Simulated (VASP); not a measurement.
Ge: single point with PBEsol

The system is Ge.

```
Ge
1.0
     2.80077    0.00000    0.00000
    -1.40039    2.42554    0.00000
     0.00000    0.00000    4.58268
Ge
2
Direct
  0.33333 0.66667 0.25000
  0.66667 0.33333 0.75000
```

- Program: VASP 6.6.1
- Task: single point
- Functional: PBEsol
- Potentials or basis: VASP PAW PBE potentials, release 64 (Ge_d)
- Cutoff: 520 eV
- k mesh: 16 × 16 × 9
- Occupations: fermi-dirac, width 0.08 eV
- Spin: no spin polarisation

```json
{"Pressure": "17.8 GPa", "Band gap on the k mesh": "zero (band 14 reaches 17.22 eV, above the bottom of band 15 at 5.75 eV)"}
```

Stress tensor (GPa, compression positive):
```
17.72  0.00  0.00
 0.00 17.72  0.00
 0.00  0.00 17.83
```

Levels at points of the mesh, in eV from the Fermi level:
```
           k point  band 12  band 13  band 14  band 15  band 16  band 17
(0.00, 0.00, 0.00)    -8.43    -6.90     8.15     8.15    10.39    10.39
(0.50, 0.00, 0.00)    -7.98    -2.33    -1.93    -1.39     1.03     2.96
```

Run time: 57 s on 1 thread of Intel(R) Xeon(R) Platinum 8259CL CPU @ 2.50GHz (Skylake/Cascade Lake), on a shared host, peak memory 0.21 GiB.

Caveat: the PAW data sets were made with another functional, which shifts forces and pressure a little.
